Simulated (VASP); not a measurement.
# NbTe (R-3m) in VASP: single point with r2SCAN

Aim: the single point of NbTe with r2SCAN.

Everything below comes from runs of VASP 6.6.1. Logs are shortened: lines on timing, memory, paths and dates and some standing lists are left out, and cuts for length are marked.

## 1. The cell of the first run

It takes space group R-3m (No. 166, trigonal). Conventional cell: a = 4.383 Å, b = 4.383 Å, c = 8.800 Å, α = 90.00°, β = 90.00°, γ = 120.00°. Within 3.9 Å of Nb (site symmetry -3m) lie 6 Te at 2.92 Å and 6 Nb at 3.87 Å. Te (site symmetry -3m) has 6 Nb at 2.92 Å and 6 Te at 3.87 Å within 3.9 Å.

## 2. Single point, r2SCAN, collinear spin, antiferromagnetic start

The input, POSCAR:

```
NbTe
1.0
    0.0000000000      3.0992059550      3.0992059550
    3.0992059550      0.0000000000      3.0992059550
    5.4533695916      5.4533695916      0.7450423184
Nb Te
2 2
Direct
    0.5000000000      0.5000000000      0.2500000000
    0.5000000000      0.5000000000      0.7500000000
   -0.0000004930     -0.0000004930      0.0000007396
    0.0000004930      0.0000004930      0.4999992604
```

The input, INCAR.step1:

```
ALGO = Normal
EDIFF = 1E-4
ENCUT = 520
GGA = PE
ISMEAR = 0
ISPIN = 2
LASPH = T
LCHARG = F
LMAXMIX = 4
LREAL = F
LWAVE = T
MAGMOM = 2.15 -2.15 0 0
NBANDS = 31
NELM = 150
PREC = Accurate
SIGMA = 0.05
```

The input, INCAR.step2:

```
ALGO = Normal
EDIFF = 1E-6
ENCUT = 520
ISIF = 2
ISMEAR = 0
ISPIN = 2
ISTART = 1
LASPH = T
LCHARG = F
LMAXMIX = 4
LMIXTAU = T
LORBIT = 11
LREAL = F
LWAVE = F
MAGMOM = 2.15 -2.15 0 0
METAGGA = R2SCAN
NBANDS = 31
NELM = 150
PREC = Accurate
SIGMA = 0.05
```

The input, KPOINTS:

```
k-points
0
Gamma
  10 10 5
```

Potentials or basis: VASP PAW PBE potentials, release 64 (Nb_sv, Te).

Started as:

```
> cat potpaw_PBE.64/Nb_sv/POTCAR potpaw_PBE.64/Te/POTCAR > POTCAR
> cp INCAR.step1 INCAR
> mpirun -np 1 vasp_std > vasp.out
> cp INCAR.step2 INCAR
> mpirun -np 1 vasp_std > vasp.out
```

OUTCAR:

```text
EDIFF = 1E-6
   ENCUT = 520
   ISIF = 2
   ISMEAR = 0
   ISPIN = 2
   ISTART = 1
   LASPH = T
   LORBIT = 11
   LREAL = F
   METAGGA = R2SCAN
   NELM = 150
   PREC = Accurate

 ion  position               nearest neighbor table
   1  0.500  0.500  0.250-   4 2.92   4 2.92   3 2.92   3 2.92   3 2.92   4 2.92
   2  0.500  0.500  0.750-   4 2.92   3 2.92   4 2.92   3 2.92   3 2.92   4 2.92
   3  1.000  1.000  0.000-   1 2.92   1 2.92   1 2.92   2 2.92   2 2.92   2 2.92
   4  0.000  0.000  0.500-   1 2.92   1 2.92   1 2.92   2 2.92   2 2.92   2 2.92

  LATTYP: Found a trigonal (rhomboedric) cell.
 ALAT       =     6.3893202110
 COS(alpha) =     0.7647164482

  Lattice vectors:

 A1 = (   5.4533695916,   2.3541636366,  -2.3541636366)
 A2 = (   2.3541636366,   2.3541636366,  -5.4533695916)
 A3 = (   2.3541636366,   5.4533695916,  -2.3541636366)

Analysis of symmetry for initial positions (statically):
=====================================================================
 Subroutine PRICEL returns following result:

  LATTYP: Found a trigonal (rhomboedric) cell.
 ALAT       =     3.8740665928
 COS(alpha) =     0.3600195428
[... 12 lines left out ...]
 Subroutine GETGRP returns: Found 12 space group operations
 (whereof 12 operations were pure point group operations)
 out of a pool of 12 trial point group operations.

The static configuration has the point symmetry D_3d.

Analysis of symmetry for dynamics (positions and initial velocities):
=====================================================================
 Subroutine PRICEL returns following result:

  LATTYP: Found a trigonal (rhomboedric) cell.
 ALAT       =     3.8740665928
 COS(alpha) =     0.3600195428
[... 12 lines left out ...]
 Subroutine GETGRP returns: Found 12 space group operations
 (whereof 12 operations were pure point group operations)
 out of a pool of 12 trial point group operations.

The dynamic configuration has the point symmetry D_3d.

Analysis of structural, dynamic, and magnetic symmetry:
=====================================================================
 Subroutine PRICEL returns following result:

  LATTYP: Found a trigonal (rhomboedric) cell.
 ALAT       =     3.8740665928
 COS(alpha) =     0.3600195428
[... 12 lines left out ...]
 Subroutine GETGRP returns: Found 12 space group operations
 (whereof 12 operations were pure point group operations)
 out of a pool of 12 trial point group operations.

The overall configuration has the point symmetry D_3d.

 Subroutine INISYM returns: Found 12 space group operations
[... 119 lines left out ...]
  Fermi-wavevector in a.u.,A,eV,Ry     =   1.195401  2.258981 19.442506  1.428984
  Thomas-Fermi vector in A             =   2.331367
   LORBIT       =     11    0 simple, 1 ext, 2 COOP (PROOUT), +10 PAW based schemes
   METAGGA = R2SCAN    functional components
   LHFCALC =     F    Hartree Fock is set to
   AEXX    =    0.0000 exact exchange contribution
   IVDW    =     0    specifies the selected vdW correction
   LEPSILON=     F    determine dielectric tensor
   LRPA    =     F    only Hartree local field effects (RPA)
 spin polarized calculation
 Gauss-broadening in eV      SIGMA  =   0.05
  energy-cutoff  :      520.00
  volume of cell :       97.60
 maximum number of plane-waves:      2649
 NGX is ok and might be reduce to    36
   NGX = 17   NGY = 17   NGZ = 29

 number of electron      38.0000000 magnetization      -0.0000000

 Free energy of the ion-electron system (eV)
  ---------------------------------------------------
  ext. energy  EPLUGINS =         0.00000000
  ---------------------------------------------------
  free energy    TOTEN  =      -100.33864191 eV

  energy without entropy =     -100.33838940  energy(sigma->0) =     -100.33851566

 E-fermi :   9.2428     XC(G=0): -11.2535

 val. band max:        9.1964048496   @ k =   0.2000   0.2000  -0.0000
 cond. band min:       9.2643359578   @ k =   0.0000   0.0000   0.0000
 fundamental gap:      0.0679311082
 Fermi energy:         9.2427572104

 spin component 1

 k-point     1 :       0.0000    0.0000    0.0000
  band No.  band energies     occupation
      1     -48.2593      1.00000
      2     -46.7340      1.00000
      3     -23.8361      1.00000
      4     -23.7930      1.00000
      5     -23.7929      1.00000
      6     -22.0043      1.00000
[... 805 lines left out ...]
     30      16.9619      0.00000
     31      17.1572      0.00000

 [... further k-points ...]

 spin component 2

 k-point     1 :       0.0000    0.0000    0.0000
  band No.  band energies     occupation
      1     -48.2591      1.00000
      2     -46.7342      1.00000
      3     -23.8359      1.00000
      4     -23.7928      1.00000
      5     -23.7927      1.00000
      6     -22.0045      1.00000
[... 805 lines left out ...]
     30      16.9618      0.00000
     31      17.1572      0.00000

 [... further k-points ...]
[... 5 lines left out ...]
  --------------------------------------------------------------------------------------
  -------------------------------------------------------------------------------------
  Total        0.0409353      0.0409353      0.0409353     -0.0188224      0.0188224      0.0188224
  in kB        0.6719576      0.6719576      0.6719576     -0.3089716      0.3089716      0.3089716
  external PRESSURE =       0.6719576 kB  Pullay stress =       0.0000000 kB

 VOLUME and BASIS-vectors are now :
 -----------------------------------------------------------------------------
  energy-cutoff  :      520.00
  volume of cell :       97.60
      direct lattice vectors                 reciprocal lattice vectors
     0.000000000  3.099205955  3.099205955    -0.173160272  0.149503021  0.173160272
     3.099205955  0.000000000  3.099205955     0.149503021 -0.173160272  0.173160272
     5.453369592  5.453369592  0.745042318     0.098408761  0.098408761 -0.098408761

 POSITION                                       TOTAL-FORCE (eV/Angst)
 -----------------------------------------------------------------------------------
      2.91295      2.91295      3.28547         0.000000      0.000000      0.000000
      5.63963      5.63963      3.65799         0.000000      0.000000      0.000000
      3.09921      3.09921      6.19841         0.000000      0.000000     -0.000000
      2.72668      2.72668      0.37252        -0.000000     -0.000000      0.000000
 -----------------------------------------------------------------------------------
    total drift:                                0.000000      0.000000      0.000000

  FREE ENERGIE OF THE ION-ELECTRON SYSTEM (eV)
  ---------------------------------------------------
  free  energy   TOTEN  =      -100.3386419138 eV

  energy  without entropy=     -100.3383894005  energy(sigma->0) =     -100.33851566

 total charge

# of ion       s       p       d       tot
------------------------------------------
    1        2.110   5.943   2.601  10.654
    2        2.110   5.943   2.601  10.654
    3        1.337   2.151   0.057   3.545
    4        1.337   2.151   0.057   3.545
--------------------------------------------------
tot          6.893  16.189   5.315  28.397

 magnetization (x)

# of ion       s       p       d       tot
------------------------------------------
    1        0.042   0.019   1.875   1.937
    2       -0.042  -0.019  -1.875  -1.937
    3        0.000   0.000   0.000   0.000
    4        0.000   0.000   0.000   0.000
--------------------------------------------------
tot          0.000   0.000   0.000   0.000
```

OUTCAR.step1:

```text
EDIFF = 1E-4
   ENCUT = 520
   GGA = PE
   ISMEAR = 0
[... 1912 lines left out ...]
      2.91295      2.91295      3.28547        -0.000000      0.000000      0.000000
      5.63963      5.63963      3.65799         0.000000     -0.000000      0.000000
      3.09921      3.09921      6.19841         0.000000     -0.000000      0.000000
      2.72668      2.72668      0.37252         0.000000     -0.000000     -0.000000
 -----------------------------------------------------------------------------------
    total drift:                                0.000000      0.000000      0.000000

  FREE ENERGIE OF THE ION-ELECTRON SYSTEM (eV)
  ---------------------------------------------------
  free  energy   TOTEN  =       -25.5670034977 eV

  energy  without entropy=      -25.5649181949  energy(sigma->0) =      -25.56596085
```

OSZICAR.step1:

```text
N       E                     dE             d eps       ncg     rms          rms(c)
DAV:   1     0.343787062487E+03    0.34379E+03   -0.18459E+04  7248   0.114E+03
DAV:   2     0.297095633759E+01   -0.34082E+03   -0.32917E+03  9222   0.404E+02
DAV:   3    -0.234872256798E+02   -0.26458E+02   -0.25781E+02 11912   0.867E+01
DAV:   4    -0.257021898350E+02   -0.22150E+01   -0.21803E+01 11868   0.206E+01
DAV:   5    -0.257499632145E+02   -0.47773E-01   -0.47750E-01 10607   0.309E+00    0.114E+01
DAV:   6    -0.254229344559E+02    0.32703E+00   -0.42281E+00 10634   0.108E+01    0.542E+00
DAV:   7    -0.255453445012E+02   -0.12241E+00   -0.44348E-01 10476   0.379E+00    0.271E+00
DAV:   8    -0.255618596098E+02   -0.16515E-01   -0.95875E-02  9712   0.147E+00    0.152E+00
DAV:   9    -0.255663228380E+02   -0.44632E-02   -0.31029E-02 10648   0.642E-01    0.433E-01
DAV:  10    -0.255668331163E+02   -0.51028E-03   -0.27750E-03 11266   0.287E-01    0.181E-01
DAV:  11    -0.255669541388E+02   -0.12102E-03   -0.68495E-04  7912   0.121E-01    0.803E-02
DAV:  12    -0.255670034977E+02   -0.49359E-04   -0.12495E-04  5812   0.848E-02
   1 F= -.25567003E+02 E0= -.25565961E+02  d E =-.208530E-02  mag=    -0.0000
```

Run time: 15 min. Hardware: 1 thread of Intel Xeon Platinum 8559C (Emerald Rapids), shared host; peak memory 0.52 GiB.

What came out:

```yaml
Free_energy: -100.3386 eV
Pressure: 0.1 GPa
Band_gap_on_the_k_mesh: 0.07 eV
Net_moment: 0.00 μB per cell
Site_moments: Nb +1.94, -1.94; Te +0.00 μB
Valence_electrons_inside_the_program's_atomic_spheres: Nb 10.65; Te 3.54
```

Caveat: the PAW data sets were made with another functional, which shifts forces and pressure a little; spin-orbit coupling is left out, which moves the levels of the heavy elements. A k mesh can miss the band edges.
